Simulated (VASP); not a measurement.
# Pb4O (Pm-3m) in VASP: further runs

The runs below take Pb4O through single point, with PBE.

Everything below comes from runs of VASP 6.6.1. Logs are shortened: lines on timing, memory, paths and dates and some standing lists are left out, and cuts for length are marked.

### Step 1. The cell of the first run

The structure is cubic, space group Pm-3m (No. 221). The conventional cell has a = 5.984 Å, b = 5.984 Å, c = 5.984 Å, α = 90.00°, β = 90.00°, γ = 90.00°. Pb (site symmetry 4/mmm) has 2 Pb at 2.99 Å within 3.9 Å. Within 3.9 Å of Pb (site symmetry m-3m) lie 6 Pb at 2.99 Å. O (site symmetry m-3m) has 20 Pb at 4.23 to 5.18 Å within 5.6 Å.

### Step 2. Single point, PBE

INCAR reads:

```
SYSTEM = Pb4O
PREC     = Accurate       ! precision mode
ENCUT    = 520            ! plane-wave cutoff, eV
EDIFF    = 1E-7           ! SCF threshold, eV
ISMEAR   = 0              ! smearing method
SIGMA    = 0.1            ! smearing width, eV
LREAL    = .FALSE.        ! projectors in reciprocal space
LASPH    = .TRUE.         ! aspherical terms in the spheres
NELM     = 100            ! most SCF steps
ALGO     = Normal         ! electronic algorithm
ISIF     = 2              ! what is computed and relaxed
LWAVE    = .FALSE.        ! write WAVECAR
LCHARG   = .TRUE.         ! write CHGCAR
GGA      = PE             ! functional
LELF     = .TRUE.         ! ELF
LVHAR    = .TRUE.       
NBANDS   = 39             ! bands
```

KPOINTS reads:

```
Automatic mesh
0
G
  6 6 6
  0 0 0
```

POSCAR reads:

```
Pb4O
1.0
    5.9836329620      0.0000000000      0.0000000000
    0.0000000000      5.9836329620      0.0000000000
    0.0000000000      0.0000000000      5.9836329620
Pb O
4 1
Direct
    0.0000000000      0.5000000000      0.5000000000
    0.5000000000      0.0000000000      0.5000000000
    0.5000000000      0.5000000000      0.0000000000
    0.5000000000      0.5000000000      0.5000000000
    0.0000000000      0.0000000000      0.0000000000
```

Potentials or basis: VASP PAW PBE potentials, release 64 (Pb_d, O).

Run with:

```console
cat potpaw_PBE.64/Pb_d/POTCAR potpaw_PBE.64/O/POTCAR > POTCAR
mpirun -np 1 vasp_std > vasp.out
```

OUTCAR:

```text
SYSTEM = Pb4O
   PREC = Accurate
   ENCUT = 520
   EDIFF = 1E-7
   ISMEAR = 0
   LREAL = .FALSE.
   LASPH = .TRUE.
   NELM = 100
   ISIF = 2
   GGA = PE

 ion  position               nearest neighbor table
   1  0.000  0.500  0.500-   4 2.99   4 2.99
   2  0.500  0.000  0.500-   4 2.99   4 2.99
   3  0.500  0.500  0.000-   4 2.99   4 2.99
   4  0.500  0.500  0.500-   1 2.99   2 2.99   3 2.99   3 2.99   2 2.99   1 2.99
   5  0.000  0.000  0.000-

  LATTYP: Found a simple cubic cell.
 ALAT       =     5.9836329620

  Lattice vectors:

 A1 = (   5.9836329620,   0.0000000000,   0.0000000000)
 A2 = (   0.0000000000,   5.9836329620,   0.0000000000)
 A3 = (   0.0000000000,   0.0000000000,   5.9836329620)

Analysis of symmetry for initial positions (statically):
=====================================================================
 Subroutine PRICEL returns:
 Original cell was already a primitive cell.

 Routine SETGRP: Setting up the symmetry group for a
 simple cubic supercell.

 Subroutine GETGRP returns: Found 48 space group operations
 (whereof 48 operations were pure point group operations)
 out of a pool of 48 trial point group operations.

The static configuration has the point symmetry O_h .

Analysis of symmetry for dynamics (positions and initial velocities):
=====================================================================
 Subroutine PRICEL returns:
 Original cell was already a primitive cell.

 Routine SETGRP: Setting up the symmetry group for a
 simple cubic supercell.

 Subroutine GETGRP returns: Found 48 space group operations
 (whereof 48 operations were pure point group operations)
 out of a pool of 48 trial point group operations.

The dynamic configuration has the point symmetry O_h .

 Subroutine INISYM returns: Found 48 space group operations
 (whereof 48 operations are pure point group operations),
 and found     1 'primitive' translations

----------------------------------------------------------------------------------------

                                     Primitive cell

  volume of cell :     214.2372

  direct lattice vectors                    reciprocal lattice vectors
     5.983632962  0.000000000  0.000000000     0.167122550  0.000000000  0.000000000
     0.000000000  5.983632962  0.000000000     0.000000000  0.167122550  0.000000000
     0.000000000  0.000000000  5.983632962     0.000000000  0.000000000  0.167122550

  length of vectors
     5.983632962  5.983632962  5.983632962     0.167122550  0.167122550  0.167122550

  position of ions in fractional coordinates (direct lattice)
     0.000000000  0.500000000  0.500000000
     0.500000000  0.000000000  0.500000000
     0.500000000  0.500000000  0.000000000
     0.500000000  0.500000000  0.500000000
     0.000000000  0.000000000  0.000000000

  ion indices of the primitive-cell ions
   primitive index   ion index
                 1           1
                 2           2
                 3           3
                 4           4
                 5           5

----------------------------------------------------------------------------------------

 KPOINTS: Automatic mesh

Automatic generation of k-mesh.
 Grid dimensions read from file:
 generate k-points for:    6    6    6

 Generating k-lattice:

  Cartesian coordinates                     Fractional coordinates (reciprocal lattice)
     0.027853758  0.000000000  0.000000000     0.166666667  0.000000000  0.000000000
     0.000000000  0.027853758  0.000000000     0.000000000  0.166666667  0.000000000
     0.000000000  0.000000000  0.027853758     0.000000000  0.000000000  0.166666667

  Length of vectors
     0.027853758  0.027853758  0.027853758

  Shift w.r.t. Gamma in fractional coordinates (k-lattice)
     0.000000000  0.000000000  0.000000000

 Subroutine IBZKPT returns following result:
 ===========================================

 Found     20 irreducible k-points:

 Following reciprocal coordinates:
            Coordinates               Weight
  0.000000  0.000000  0.000000      1.000000
  0.166667  0.000000  0.000000      6.000000
  0.333333  0.000000  0.000000      6.000000
  0.500000  0.000000  0.000000      3.000000
  0.166667  0.166667  0.000000     12.000000
  0.333333  0.166667  0.000000     24.000000
[... 12 lines left out ...]
  0.500000  0.500000  0.333333      6.000000
  0.500000  0.500000  0.500000      1.000000
   k-points           NKPTS =     20   k-points in BZ     NKDIM =     20   number of bands    NBANDS=     39
   number of dos      NEDOS =    301   number of ions     NIONS =      5
   total plane-waves  NPLWV = 110592
   dimension x,y,z NGX =    48 NGY =   48 NGZ =   48
   dimension x,y,z NGXF=    96 NGYF=   96 NGZF=   96
   ions per type =               4   1
   NGX,Y,Z   is equivalent  to a cutoff of  13.34, 13.34, 13.34 a.u.
   NGXF,Y,Z  is equivalent  to a cutoff of  26.67, 26.67, 26.67 a.u.
 SYSTEM =  Pb4O
   PREC   = accura    normal or accurate (medium, high low for compatibility)
   ISTART =      0    job   : 0-new  1-cont  2-samecut
   ICHARG =      2    charge: 1-file 2-atom 10-const
   ISPIN  =      1    spin polarized calculation?
   LNONCOLLINEAR =      F non collinear calculations
   LSORBIT =      F    spin-orbit coupling
   LASPH  =      T    aspherical Exc in radial PAW
   ENCUT  =  520.0 eV  38.22 Ry    6.18 a.u.  11.13 11.13 11.13*2*pi/ulx,y,z
   NELM   =    100;   NELMIN=  2; NELMDL= -5     # of ELM steps
   EDIFF  = 0.1E-06   stopping-criterion for ELM
   LREAL  =      F    real-space projection
   EDIFFG = 0.1E-05   stopping-criterion for IOM
   NSW    =      0    number of steps for IOM
   IBRION =     -1    ionic relax: 0-MD 1-quasi-New 2-CG
   NFREE  =      0    steps in history (QN), initial steepest desc. (CG)
   ISIF   =      2    stress and relaxation
   ISYM   =      2    0-nonsym 1-usesym 2-fastsym
   POTIM  = 0.5000    time-step for ionic-motion
   TEBEG  =    0.0;   TEEND  =   0.0 temperature during run
   PSTRESS=    0.0 pullay stress
   NELECT =      62.0000    total number of electrons
   NUPDOWN=      -1.0000    fix difference up-down
   EMIN   =  10.00;   EMAX   =-10.00  energy-range for DOS
   EFERMI =   0.00;   METHOD = LEGACY
   ISMEAR =     0;   SIGMA  =   0.10  broadening in eV -4-tet -1-fermi 0-gaus
   EFERMI_NEDOS =   21; number of points for ismear=-14 and -15
   IALGO  =     38    algorithm
   IMIX   =      4    mixing-type and parameters
     AMIX     =   0.40;   BMIX     =  1.00
     AMIX_MAG =   1.60;   BMIX_MAG =  1.00
  volume/ion in A,a.u.               =      42.85       289.15
  Fermi-wavevector in a.u.,A,eV,Ry     =   1.082864  2.046316 15.954106  1.172594
  Thomas-Fermi vector in A             =   2.218916
   LORBIT       =      0    0 simple, 1 ext, 2 COOP (PROOUT), +10 PAW based schemes
   GGA     = PE    functional components
   LHFCALC =     F    Hartree Fock is set to
   AEXX    =    0.0000 exact exchange contribution
   IVDW    =     0    specifies the selected vdW correction
   LEPSILON=     F    determine dielectric tensor
   LRPA    =     F    only Hartree local field effects (RPA)
 non-spin polarized calculation
 Gauss-broadening in eV      SIGMA  =   0.10
  energy-cutoff  :      520.00
  volume of cell :      214.24
 maximum number of plane-waves:      5832
 NGX is ok and might be reduce to    48
   NGX = 23   NGY = 23   NGZ = 23

 number of electron      62.0000008 magnetization

 Free energy of the ion-electron system (eV)
  ---------------------------------------------------
  ext. energy  EPLUGINS =         0.00000000
  ---------------------------------------------------
  free energy    TOTEN  =       -14.17813633 eV

  energy without entropy =      -14.16428435  energy(sigma->0) =      -14.17121034

 E-fermi :   2.3097     XC(G=0):  -7.7028

 val. band max:        2.2976659276   @ k =   0.5000   0.5000   0.3333
 cond. band min:       2.3329926691   @ k =   0.3333   0.3333   0.1667
 fundamental gap:      0.0353267416
 Fermi energy:         2.3096687571

 k-point     1 :       0.0000    0.0000    0.0000
  band No.  band energies     occupation
      1     -15.5096      2.00000
      2     -15.5096      2.00000
      3     -15.2346      2.00000
      4     -15.2303      2.00000
      5     -15.2303      2.00000
      6     -15.2303      2.00000
[... 31 lines left out ...]
     38       6.8179      0.00000
     39       7.7026      0.00000

 k-point     2 :       0.1667    0.0000    0.0000
  band No.  band energies     occupation
      1     -15.5095      2.00000
      2     -15.4700      2.00000
      3     -15.2297      2.00000
      4     -15.2248      2.00000
      5     -15.2157      2.00000
      6     -15.2157      2.00000
[... 31 lines left out ...]
     38       7.2529      0.00000
     39       7.7627      0.00000

 k-point     3 :       0.3333    0.0000    0.0000
  band No.  band energies     occupation
      1     -15.5092      2.00000
      2     -15.3929      2.00000
      3     -15.2287      2.00000
      4     -15.1835      2.00000
      5     -15.1808      2.00000
      6     -15.1808      2.00000
[... 31 lines left out ...]
     38       7.0647      0.00000
     39       7.7217      0.00000

 k-point     4 :       0.5000    0.0000    0.0000
  band No.  band energies     occupation
      1     -15.5090      2.00000
      2     -15.3610      2.00000
      3     -15.2281      2.00000
      4     -15.1570      2.00000
      5     -15.1570      2.00000
      6     -15.1455      2.00000
[... 31 lines left out ...]
     38       5.1583      0.00000
     39       7.8648      0.00000
[... 586 lines left out ...]
     38       5.4186      0.00000
     39       7.0050      0.00000

 k-point    19 :       0.5000    0.5000    0.3333
  band No.  band energies     occupation
      1     -15.2488      2.00000
      2     -15.1487      2.00000
      3     -15.1487      2.00000
      4     -15.1422      2.00000
      5     -15.1422      2.00000
      6     -15.1406      2.00000
[... 31 lines left out ...]
     38       5.2171      0.00000
     39       5.2171      0.00000

 k-point    20 :       0.5000    0.5000    0.5000
  band No.  band energies     occupation
      1     -15.1486      2.00000
      2     -15.1486      2.00000
      3     -15.1486      2.00000
      4     -15.1419      2.00000
      5     -15.1419      2.00000
      6     -15.1419      2.00000
[... 31 lines left out ...]
     38       5.1875      0.00000
     39       5.2163      0.00000

------------------------ aborting loop because EDIFF is reached ----------------------------------------

  FORCE on cell =-STRESS in cart. coord.  units (eV):
  Direction    XX          YY          ZZ          XY          YZ          ZX
  --------------------------------------------------------------------------------------
  -------------------------------------------------------------------------------------
  Total       -0.0639922     -0.0639922     -0.0639922     -0.0000000     -0.0000000     -0.0000000
  in kB       -0.4785668     -0.4785668     -0.4785668     -0.0000000     -0.0000000     -0.0000000
  external PRESSURE =      -0.4785668 kB  Pullay stress =       0.0000000 kB

 VOLUME and BASIS-vectors are now :
 -----------------------------------------------------------------------------
  energy-cutoff  :      520.00
  volume of cell :      214.24
      direct lattice vectors                 reciprocal lattice vectors
     5.983632962  0.000000000  0.000000000     0.167122550  0.000000000  0.000000000
     0.000000000  5.983632962  0.000000000     0.000000000  0.167122550  0.000000000
     0.000000000  0.000000000  5.983632962     0.000000000  0.000000000  0.167122550

 POSITION                                       TOTAL-FORCE (eV/Angst)
 -----------------------------------------------------------------------------------
      0.00000      2.99182      2.99182         0.000000      0.000000      0.000000
      2.99182      0.00000      2.99182         0.000000      0.000000      0.000000
      2.99182      2.99182      0.00000         0.000000      0.000000      0.000000
      2.99182      2.99182      2.99182         0.000000      0.000000      0.000000
      0.00000      0.00000      0.00000         0.000000      0.000000      0.000000
 -----------------------------------------------------------------------------------
    total drift:                                0.000000     -0.000000     -0.000000

  FREE ENERGIE OF THE ION-ELECTRON SYSTEM (eV)
  ---------------------------------------------------
  free  energy   TOTEN  =       -14.1781363294 eV

  energy  without entropy=      -14.1642843493  energy(sigma->0) =      -14.17121034
```

Run time: 2.5 min. Hardware: 1 thread of Intel Xeon Platinum 8488C (Sapphire Rapids), shared host; peak memory 0.39 GiB.

What came out:

```
Free energy            : -14.1781 eV
Pressure               : 0.0 GPa
Band gap on the k mesh : zero (band 31 reaches 2.77 eV, above the bottom of band 32 at 2.19 eV)
```

Caveat: spin-orbit coupling is left out, which moves the levels of the heavy elements.

### Step 3. Single point, PBE

INCAR reads:

```
SYSTEM = Pb4O
ALGO = Normal ; EDIFF = 1E-6
ENCUT = 520 ; GGA = PE
ISIF = 2 ; ISMEAR = 0
LASPH = .True. ; LCHARG = .True.
LELF = .True. ; LREAL = .False.
LVHAR = .True. ; LWAVE = .False.
NBANDS = 39 ; NELM = 100
PREC = Accurate ; SIGMA = 0.1
```

KPOINTS reads:

```
k-points
0
Gamma
  6 6 6
  0 0 0
```

POSCAR is that of step 2.

Potentials or basis: VASP PAW PBE potentials, release 64 (Pb_d, O).

Run with:

```console
cat potpaw_PBE.64/Pb_d/POTCAR potpaw_PBE.64/O/POTCAR > POTCAR
mpirun -np 1 vasp_std > vasp.out
```

OUTCAR:

```text
SYSTEM = Pb4O
   EDIFF = 1E-6
   ENCUT = 520
   GGA = PE
   ISIF = 2
   ISMEAR = 0
   LASPH = .True.
   LREAL = .False.
   NELM = 100
   PREC = Accurate

 ion  position               nearest neighbor table
   1  0.000  0.500  0.500-   4 2.99   4 2.99
   2  0.500  0.000  0.500-   4 2.99   4 2.99
   3  0.500  0.500  0.000-   4 2.99   4 2.99
   4  0.500  0.500  0.500-   1 2.99   2 2.99   3 2.99   3 2.99   2 2.99   1 2.99
   5  0.000  0.000  0.000-

  LATTYP: Found a simple cubic cell.
 ALAT       =     5.9836329620

  Lattice vectors:

 A1 = (   5.9836329620,   0.0000000000,   0.0000000000)
 A2 = (   0.0000000000,   5.9836329620,   0.0000000000)
 A3 = (   0.0000000000,   0.0000000000,   5.9836329620)

Analysis of symmetry for initial positions (statically):
=====================================================================
 Subroutine PRICEL returns:
 Original cell was already a primitive cell.

 Routine SETGRP: Setting up the symmetry group for a
[... 167 lines left out ...]

  energy without entropy =      -14.16427767  energy(sigma->0) =      -14.17120702

 E-fermi :   2.3095     XC(G=0):  -7.7028

 val. band max:        2.2973172912   @ k =   0.5000   0.5000   0.3333
 cond. band min:       2.3328626532   @ k =   0.3333   0.3333   0.1667
 fundamental gap:      0.0355453619
 Fermi energy:         2.3094747114

 k-point     1 :       0.0000    0.0000    0.0000
  band No.  band energies     occupation
      1     -15.5095      2.00000
      2     -15.5095      2.00000
      3     -15.2344      2.00000
      4     -15.2301      2.00000
      5     -15.2301      2.00000
      6     -15.2301      2.00000
[... 829 lines left out ...]
     38       5.1876      0.00000
     39       5.2190      0.00000

------------------------ aborting loop because EDIFF is reached ----------------------------------------

  FORCE on cell =-STRESS in cart. coord.  units (eV):
  Direction    XX          YY          ZZ          XY          YZ          ZX
  --------------------------------------------------------------------------------------
  -------------------------------------------------------------------------------------
  Total       -0.0614049     -0.0614049     -0.0614049      0.0000000     -0.0000000     -0.0000000
  in kB       -0.4592177     -0.4592177     -0.4592177      0.0000000     -0.0000000     -0.0000000
  external PRESSURE =      -0.4592177 kB  Pullay stress =       0.0000000 kB

 VOLUME and BASIS-vectors are now :
 -----------------------------------------------------------------------------
  energy-cutoff  :      520.00
  volume of cell :      214.24
      direct lattice vectors                 reciprocal lattice vectors
     5.983632962  0.000000000  0.000000000     0.167122550  0.000000000  0.000000000
     0.000000000  5.983632962  0.000000000     0.000000000  0.167122550  0.000000000
     0.000000000  0.000000000  5.983632962     0.000000000  0.000000000  0.167122550

 POSITION                                       TOTAL-FORCE (eV/Angst)
 -----------------------------------------------------------------------------------
      0.00000      2.99182      2.99182         0.000000      0.000000      0.000000
      2.99182      0.00000      2.99182         0.000000      0.000000      0.000000
      2.99182      2.99182      0.00000         0.000000      0.000000      0.000000
      2.99182      2.99182      2.99182         0.000000      0.000000      0.000000
      0.00000      0.00000      0.00000         0.000000      0.000000      0.000000
 -----------------------------------------------------------------------------------
    total drift:                                0.000000     -0.000000     -0.000000

  FREE ENERGIE OF THE ION-ELECTRON SYSTEM (eV)
  ---------------------------------------------------
  free  energy   TOTEN  =       -14.1781363615 eV

  energy  without entropy=      -14.1642776748  energy(sigma->0) =      -14.17120702
```

OSZICAR:

```text
N       E                     dE             d eps       ncg     rms          rms(c)
DAV:   1     0.719728683693E+03    0.71973E+03   -0.28574E+04  1560   0.163E+03
DAV:   2     0.677075956471E+02   -0.65202E+03   -0.63708E+03  1588   0.460E+02
DAV:   3    -0.145812326005E+02   -0.82289E+02   -0.77644E+02  2089   0.189E+02
[... 12 lines left out ...]
DAV:  16    -0.141786380524E+02    0.12399E-02   -0.18186E-03  2072   0.138E-01    0.283E-01
DAV:  17    -0.141781942021E+02    0.44385E-03   -0.55940E-03  1826   0.191E-01    0.108E-01
DAV:  18    -0.141782282715E+02   -0.34069E-04   -0.17868E-03  1918   0.780E-02    0.102E-01
DAV:  19    -0.141781387073E+02    0.89564E-04   -0.29674E-04  1462   0.405E-02    0.223E-02
DAV:  20    -0.141781363441E+02    0.23632E-05   -0.18450E-05  1458   0.119E-02    0.322E-03
DAV:  21    -0.141781363615E+02   -0.17420E-07   -0.57880E-07  1081   0.762E-03
   1 F= -.14178136E+02 E0= -.14171207E+02  d E =-.138587E-01
```

stdout:

```text
POSCAR found type information on POSCAR PbO
 POSCAR found :  2 types and       5 ions
 scaLAPACK will be used
 LDA part: xc-table for (Slater+PW92), standard interpolation
 POSCAR, INCAR and KPOINTS ok, starting setup
 FFT: planning ... GRIDC
 FFT: planning ... GRID_SOFT
 FFT: planning ... GRID
 WAVECAR not read
 entering main loop
```

It took 2.3 min on 1 thread of Intel Xeon Platinum 8488C (Sapphire Rapids), shared host; peak memory 0.39 GiB.

Results:

| Property | Result |
| --- | --- |
| Free energy | -14.1781 eV |
| Pressure | 0.0 GPa |
| Band gap on the k mesh | zero (band 31 reaches 2.77 eV, above the bottom of band 32 at 2.19 eV) |

Caveat: spin-orbit coupling is left out, which moves the levels of the heavy elements.
